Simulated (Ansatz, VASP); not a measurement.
## Na2S in VASP and in Ansatz

```
Na S
1.0
     0.00000    3.25062    3.23437
     3.25062    0.00000    3.23437
     3.25062    3.25062    0.00000
Na S
2 1
Direct
  0.25000 0.25000 0.25000
  0.75000 0.75000 0.75000
  0.00000 0.00000 0.00000
```

Change from the starting cell: z stretched by -0.5 %, x and y held.

Alike in both runs: task single point; functional PBEsol; k mesh 6 × 6 × 6; no spin polarisation.

```csv
,VASP,Ansatz
version,VASP 6.6.1,Ansatz 0.2.0
potentials or method,"VASP PAW PBE potentials, release 64 (Na_pv, S), cutoff 500 eV","all-electron LAPW, scalar-relativistic"
occupations,"gaussian, width 0.01 eV",fixed
```

|  | VASP | Ansatz | Ansatz less VASP |
| --- | --- | --- | --- |
| gap on the k mesh at the Fermi level (eV) | 2.44 | 2.44 | +0.003 |
| pressure (GPa) | 0.2 | 0.2 | -0.07 |
| traceless stress, the component that is largest in VASP (GPa) | 0.13 | 0.13 | 0.000 |

VASP's potentials were made for PBE, not for PBEsol. Ansatz ran all-electron here, and VASP with PAW potentials.
